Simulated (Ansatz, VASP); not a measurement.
Nb: VASP beside Ansatz

```
Nb
1.0
    -1.68891    1.68891    1.61403
     1.68891   -1.68891    1.61403
     1.68891    1.68891   -1.61403
Nb
1
Cartesian
  0.0000 0.0000 0.0000
```

Change from the starting cell: strain +0.015 along x and y, -0.030 along z, atoms carried along.

Alike in both runs: task single point; functional PBEsol; k mesh 20 × 20 × 20; occupations gaussian, width 0.15 eV; no spin polarisation.

|  | VASP | Ansatz |
| --- | --- | --- |
| version | VASP 6.6.1 | Ansatz 0.2.0 |
| potentials or method | VASP PAW PBE potentials, release 64 (Nb_sv), cutoff 520 eV | scalar-relativistic, plane waves, PAW |
| valence electrons in the cell | 13 | 13 |

Ansatz gave:

* gap on the k mesh at the Fermi level (eV): none
* pressure (GPa): -8.2
* traceless stress, the component that is largest in VASP (GPa): 2.73

Problem. What did VASP give for the same quantities?

Solution. gap on the k mesh at the Fermi level (eV): none; pressure (GPa): -8.5; traceless stress, the component that is largest in VASP (GPa): 2.72.

VASP's potentials were made for PBE, not for PBEsol. A gap of «none» marks a metal or a gap that the smearing closes.
